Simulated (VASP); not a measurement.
Wanted: the native input for a VASP 6.6.1 run.

| Item | Value |
| --- | --- |
| Task | single point |
| Functional | PBE |
| Potentials or basis | VASP PAW PBE potentials, release 64 (Cd, S) |
| Cutoff | 520 eV |
| k mesh | 8 × 8 × 8 |
| Occupations | fermi-dirac, width 0.05 eV |
| Spin | non-collinear spin, zero start, spin-orbit coupling |
| Starting moments | [[0.0, 0.0, 0.0], [0.0, 0.0, 0.0]] μB |
| Dipole correction | no |
| Further INCAR settings | ALGO = Normal; EDIFF = 1e-06; NBANDS = 30 |

The structure of CdS (Hawleyite) lies in POSCAR:

```
CdS
1.0
    0.0000000000      2.8770830059      2.8770830059
    2.8770830059      0.0000000000      2.8770830059
    2.8770830059      2.8770830059      0.0000000000
Cd S
1 1
Direct
    0.0000000000      0.0000000000      0.0000000000
    0.7500000000      0.7500000000      0.7500000000
```

These files were run (other wordings do the same):

INCAR

```
PREC     = Accurate       # precision mode
ENCUT    = 520            # plane-wave cutoff, eV
EDIFF    = 1E-6           # SCF threshold, eV
ISMEAR   = -1             # smearing method
SIGMA    = 0.05           # smearing width, eV
LREAL    = False          # projectors in reciprocal space
LASPH    = True           # aspherical terms in the spheres
NELM     = 150            # most SCF steps
ALGO     = Normal         # electronic algorithm
ISIF     = 2              # what is computed and relaxed
LWAVE    = False          # write WAVECAR
LCHARG   = False          # write CHGCAR
MAGMOM   = 0 0 0 0 0 0    # initial moments
LORBIT   = 11             # projections on sites
LSORBIT  = True           # spin-orbit coupling
GGA_COMPAT= False        
LORBMOM  = True         
GGA      = PE             # functional
NBANDS   = 30             # bands
```

KPOINTS

```
Automatic mesh
0
Gamma
  8 8 8
```

Potentials or basis: VASP PAW PBE potentials, release 64 (Cd, S).

The run is started by

```sh
$ cat potpaw_PBE.64/Cd/POTCAR potpaw_PBE.64/S/POTCAR > POTCAR
$ mpirun -np 1 vasp_ncl > vasp.out
```

It gave:

| Quantity | Value |
| --- | --- |
| Pressure | 6.2 GPa |
| Net moment | 0.00 μB per cell |
| Valence electrons inside the program's atomic spheres | Cd 10.36; S 3.75 |

It took 56 s on 1 thread of Intel(R) Xeon(R) 6975P-C (Granite Rapids), on a shared host, peak memory 0.32 GiB.
